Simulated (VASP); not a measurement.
AlNi3: single point with PBE+U

The system is AlNi3.

```
Al Ni
1.0
     3.52305    0.00000    0.00000
     0.00000    3.52305    0.00000
     0.00000    0.00000    3.52305
Al Ni
1 3
Direct
  0.00000 0.00000 0.00000
  0.00000 0.50000 0.50000
  0.50000 0.00000 0.50000
  0.50000 0.50000 0.00000
```

- Program: VASP 6.6.1
- Task: single point
- Functional: PBE
- Potentials or basis: VASP PAW PBE potentials, release 64 (Al, Ni)
- Cutoff: 600 eV
- k mesh: 3 × 1 × 1, shifted
- Occupations: gaussian, width 0.1 eV
- Spin: no spin polarisation
- Hubbard terms: Ni d U = 7.1 eV
- Dipole correction: no
- Further INCAR settings: ALGO = Normal; EDIFF = 1e-06; NBANDS = 24; ISYM = 0

```yaml
Pressure: 11.8 GPa
```

Levels at points of the mesh, in eV from the Fermi level:
```tsv
k point	band 14	band 15	band 16	band 17	band 18	band 19	band 20	band 21
(0.50, 0.50, 0.50)	-0.15	-0.13	-0.13	-0.06	-0.06	1.54	4.61	4.93
```

Eigenvalues of the final occupation matrices:
```tsv
site	spin	trace	eigenvalues
site 2 d	1	4.20	0.41 0.92 0.92 0.96 0.98
site 2 d	2	4.20	0.41 0.92 0.92 0.96 0.98
site 3 d	1	4.27	0.60 0.84 0.93 0.93 0.98
site 3 d	2	4.27	0.60 0.84 0.93 0.93 0.98
site 4 d	1	4.27	0.60 0.84 0.93 0.93 0.98
site 4 d	2	4.27	0.60 0.84 0.93 0.93 0.98
```

Wall time 7.2 s on 1 thread of AMD EPYC 9R45 96-Core Processor (Zen 5), on a shared host, peak memory 0.12 GiB.

Caveat: the k points lie up to 1.78 Å⁻¹ apart; U without spin polarisation on a metal has little footing; the U is typed as a test and isn't derived for this compound. Spin polarisation is off, so any magnetic state and its effect on volume and gap are missing.
